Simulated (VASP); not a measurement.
# MoS2 in VASP: a series of runs

MoS2 is run at these levels: PBE+D3(BJ); tasks: single point.

Everything below comes from runs of VASP 6.6.1. Logs are shortened: lines on timing, memory, paths and dates and some standing lists are left out, and cuts for length are marked.

## (1) The cell of the first run

The cell holds a slab with vacuum, 3 atoms: a = 3.184 Å, b = 3.184 Å, c = 23.103 Å, α = 90.00°, β = 90.00°, γ = 120.00°.

## (2) Single point, PBE+D3(BJ), collinear spin

File INCAR:

```
  ALGO = Normal
  DIPOL = 0.5 0.5 0.500
  EDIFF = 1E-6
  ENCUT = 520
  GGA = PE
  IDIPOL = 3
  ISIF = 2
  ISMEAR = 0
  ISPIN = 2
  IVDW = 12
  LASPH = True
  LCHARG = False
  LDIPOL = True
  LMAXMIX = 4
  LORBIT = 11
  LREAL = False
  LWAVE = False
  MAGMOM = 0 0 1
  NBANDS = 24
  NELM = 150
  PREC = Accurate
  SIGMA = 0.05
```

File KPOINTS:

```
k-points
0
Gamma
  12 12 1
```

File POSCAR:

```
MoS2
1.0
    3.1841260800      0.0000000000      0.0000000000
   -1.5920630400      2.7575340800      0.0000000000
    0.0000000000      0.0000000000     23.1026500379
S Mo
2 1
Direct
    0.3333333300      0.6666666600      0.4328507761
    0.3333333300      0.6666666600      0.5671492239
    0.0000000000      0.0000000000      0.5000000000
```

Potentials or basis: VASP PAW PBE potentials, release 64 (S, Mo_sv).

Command:

```
$ cat potpaw_PBE.64/S/POTCAR potpaw_PBE.64/Mo_sv/POTCAR > POTCAR
$ mpirun -np 1 vasp_std > vasp.out
```

OUTCAR:

```text
EDIFF = 1E-6
   ENCUT = 520
   GGA = PE
   ISIF = 2
   ISMEAR = 0
   ISPIN = 2
   IVDW = 12
   LASPH = True
   LORBIT = 11
   LREAL = False
   NELM = 150
   PREC = Accurate
 IVDW          = 12

 ion  position               nearest neighbor table
   1  0.333  0.667  0.433-   3 2.41   3 2.41   3 2.41
   2  0.333  0.667  0.567-   3 2.41   3 2.41   3 2.41
   3  0.000  0.000  0.500-   1 2.41   2 2.41   1 2.41   2 2.41   1 2.41   2 2.41

  LATTYP: Found a hexagonal cell.
 ALAT       =     3.1841260800
 C/A-ratio  =     7.2555701180

  Lattice vectors:

 A1 = (   3.1841260800,   0.0000000000,   0.0000000000)
 A2 = (  -1.5920630400,   2.7575340800,   0.0000000000)
 A3 = (   0.0000000000,   0.0000000000,  23.1026500379)

Analysis of symmetry for initial positions (statically):
=====================================================================
 Subroutine PRICEL returns:
 Original cell was already a primitive cell.

 Routine SETGRP: Setting up the symmetry group for a
 hexagonal supercell.

 Subroutine GETGRP returns: Found 12 space group operations
 (whereof 12 operations were pure point group operations)
 out of a pool of 24 trial point group operations.

The static configuration has the point symmetry D_3h.

Analysis of symmetry for dynamics (positions and initial velocities):
=====================================================================
 Subroutine PRICEL returns:
 Original cell was already a primitive cell.

 Routine SETGRP: Setting up the symmetry group for a
 hexagonal supercell.

 Subroutine GETGRP returns: Found 12 space group operations
 (whereof 12 operations were pure point group operations)
 out of a pool of 24 trial point group operations.

The dynamic configuration has the point symmetry D_3h.

Analysis of structural, dynamic, and magnetic symmetry:
=====================================================================
 Subroutine PRICEL returns:
 Original cell was already a primitive cell.

 Routine SETGRP: Setting up the symmetry group for a
 hexagonal supercell.

 Subroutine GETGRP returns: Found 12 space group operations
 (whereof 12 operations were pure point group operations)
 out of a pool of 24 trial point group operations.

The overall configuration has the point symmetry D_3h.

 Subroutine INISYM returns: Found 12 space group operations
 (whereof 12 operations are pure point group operations),
 and found     1 'primitive' translations
[... 117 lines left out ...]
   LHFCALC =     F    Hartree Fock is set to
   AEXX    =    0.0000 exact exchange contribution
   IVDW    =    12    specifies the selected vdW correction
   LEPSILON=     F    determine dielectric tensor
   LRPA    =     F    only Hartree local field effects (RPA)
 spin polarized calculation
 Gauss-broadening in eV      SIGMA  =   0.05
  energy-cutoff  :      520.00
  volume of cell :      202.85
 maximum number of plane-waves:      5504
 NGX is ok and might be reduce to    24
   NGX = 11   NGY = 11   NGZ = 85

 number of electron      25.9999999 magnetization       0.0000196

 dipolmoment           0.000000      0.000000     -0.000000 electrons x Angstroem

 Free energy of the ion-electron system (eV)
  ---------------------------------------------------
  ext. energy  EPLUGINS =         0.00000000
  ---------------------------------------------------
  free energy    TOTEN  =       -21.85057299 eV

  energy without entropy =      -21.85057299  energy(sigma->0) =      -21.85057299

 E-fermi :  -2.1240     XC(G=0):  -3.3022

 val. band max:       -2.5204547114   @ k =   0.0000   0.0000   0.0000
 cond. band min:      -0.9218554222   @ k =   0.3333   0.3333   0.0000
 fundamental gap:      1.5985992892
 Fermi energy:        -2.1240412712

 spin component 1

 k-point     1 :       0.0000    0.0000    0.0000
  band No.  band energies     occupation
      1     -63.4200      1.00000
      2     -37.5615      1.00000
      3     -37.3612      1.00000
      4     -37.3612      1.00000
      5     -16.6600      1.00000
      6     -15.3225      1.00000
[... 502 lines left out ...]
     23       9.1002      0.00000
     24       9.1089      0.00000
 Fermi energy:        -2.1240412712

 spin component 2

 k-point     1 :       0.0000    0.0000    0.0000
  band No.  band energies     occupation
      1     -63.4200      1.00000
      2     -37.5615      1.00000
      3     -37.3612      1.00000
      4     -37.3612      1.00000
      5     -16.6600      1.00000
      6     -15.3225      1.00000
[... 502 lines left out ...]
     23       9.1029      0.00000
     24       9.1089      0.00000

------------------------ aborting loop because EDIFF is reached ----------------------------------------

 vacuum level on the upper side and lower side of the slab       (xc-potential included)        -0.103        -0.103

 Edisp (eV)   -0.94242

 E8    (eV) :    -0.4078

  FORCE on cell =-STRESS in cart. coord.  units (eV):
  Direction    XX          YY          ZZ          XY          YZ          ZX
  --------------------------------------------------------------------------------------
  -------------------------------------------------------------------------------------
  Total      -0.77416    -0.77416     0.29508     0.00000     0.00000     0.00000
  in kB      -6.11462    -6.11462     2.33064     0.00000     0.00000     0.00000
  external pressure =       -3.30 kB  Pullay stress =        0.00 kB

 VOLUME and BASIS-vectors are now :
 -----------------------------------------------------------------------------
  energy-cutoff  :      520.00
  volume of cell :      202.85
      direct lattice vectors                 reciprocal lattice vectors
     3.184126080  0.000000000  0.000000000     0.314057916  0.181321422  0.000000000
    -1.592063040  2.757534080  0.000000000     0.000000000  0.362642844  0.000000000
     0.000000000  0.000000000 23.102650038     0.000000000  0.000000000  0.043285078

 POSITION                                       TOTAL-FORCE (eV/Angst)
 -----------------------------------------------------------------------------------
      0.00000      1.83836     10.00000        -0.000000      0.000000     -0.103375
      0.00000      1.83836     13.10265        -0.000000     -0.000000      0.103375
      0.00000      0.00000     11.55133         0.000000      0.000000      0.000000
 -----------------------------------------------------------------------------------
    total drift:                               -0.000000      0.000018     -0.000000

  FREE ENERGIE OF THE ION-ELECTRON SYSTEM (eV)
  ---------------------------------------------------
  free  energy   TOTEN  =       -22.7929927222 eV

  energy  without entropy=      -22.7929927222  energy(sigma->0) =      -22.79299272

 vacuum level on the upper side and lower side of the slab         3.274         3.274

 total charge

# of ion       s       p       d       tot
------------------------------------------
    1        1.363   2.342   0.000   3.705
    2        1.363   2.342   0.000   3.705
    3        2.291   6.219   3.942  12.452
--------------------------------------------------
tot          5.016  10.904   3.942  19.862

 magnetization (x)

# of ion       s       p       d       tot
------------------------------------------
    1       -0.000   0.000   0.000   0.000
    2       -0.000   0.000   0.000   0.000
    3       -0.000  -0.000  -0.000  -0.000
--------------------------------------------------
tot         -0.000   0.000  -0.000  -0.000
```

stdout:

```text
POSCAR found type information on POSCAR S Mo
 POSCAR found :  2 types and       3 ions
 scaLAPACK will be used
 LDA part: xc-table for (Slater+PW92), standard interpolation
 POSCAR, INCAR and KPOINTS ok, starting setup
 FFT: planning ... GRIDC
 FFT: planning ... GRID_SOFT
 FFT: planning ... GRID
 WAVECAR not read
 entering main loop
```

It took 2.2 min on 1 thread of Intel Xeon 6975P-C (Granite Rapids), shared host; peak memory 0.47 GiB.

Results:

- Free energy: -22.7930 eV
- Largest force: 0.103 eV/Å
- Band gap on the k mesh: 1.60 eV (least direct gap 1.66 eV)
- Net moment: 0.00 μB per cell
- Valence electrons inside the program's atomic spheres: S 3.71; Mo 12.45
- Dispersion energy per atom: -0.314 eV

Forces on the atoms (eV/Å):
```
S    0.000  0.000 -0.103
S    0.000  0.000  0.103
Mo   0.000  0.000  0.000
```

## (3) Single point, PBE+D3(BJ)

This run uses another cell than the first one.

File INCAR:

```
PREC = Accurate ; ENCUT = 520
EDIFF = 1E-6 ; ISMEAR = 0
SIGMA = 0.05 ; LREAL = False
LASPH = True ; NELM = 100
ALGO = Normal ; ISIF = 2
LWAVE = False ; LCHARG = False
LDIPOL = True ; IDIPOL = 3
DIPOL = 0.5 0.5 0.500 ; GGA = PE
IVDW = 12 ; NBANDS = 20
```

File KPOINTS:

```
regular mesh
0
Gamma
  30 30 1
```

File POSCAR:

```
MoS2
1.0
    3.1546411924      0.0000000000      0.0000000000
   -1.5773205962      2.7319994124      0.0000000000
    0.0000000000      0.0000000000     23.1355340030
S Mo
2 1
Direct
    0.3333333333      0.6666666667      0.4322355386
    0.3333333333      0.6666666667      0.5677644614
    0.0000000000      0.0000000000      0.5000000003
```

Potentials or basis: VASP PAW PBE potentials, release 64 (S, Mo_sv).

Command:

```
$ cat potpaw_PBE.64/S/POTCAR potpaw_PBE.64/Mo_sv/POTCAR > POTCAR
$ mpirun -np 1 vasp_std > vasp.out
```

It took 3.4 min on 1 thread of Intel Xeon 6975P-C (Granite Rapids), shared host; peak memory 0.54 GiB.

The run converged. Its results:

```yaml
Free_energy: -22.8018 eV
Largest_force: 0.022 eV/Å
Band_gap_on_the_k_mesh: 1.78 eV
Dispersion_energy_per_atom: -0.319 eV
```

Forces on the atoms (eV/Å):
```
S    0.000  0.000  0.022
S    0.000  0.000 -0.022
Mo   0.000  0.000  0.000
```

Levels at points of the mesh, in eV from the valence-band top:
| k point | band 11 | band 12 | band 13 | band 14 | band 15 | band 16 |
| --- | --- | --- | --- | --- | --- | --- |
| (0.00, 0.00, 0.00) | -1.45 | -1.45 | -0.09 | 2.84 | 2.84 | 3.07 |
| (0.50, 0.00, 0.00) | -1.95 | -0.91 | -0.65 | 2.35 | 2.85 | 3.92 |
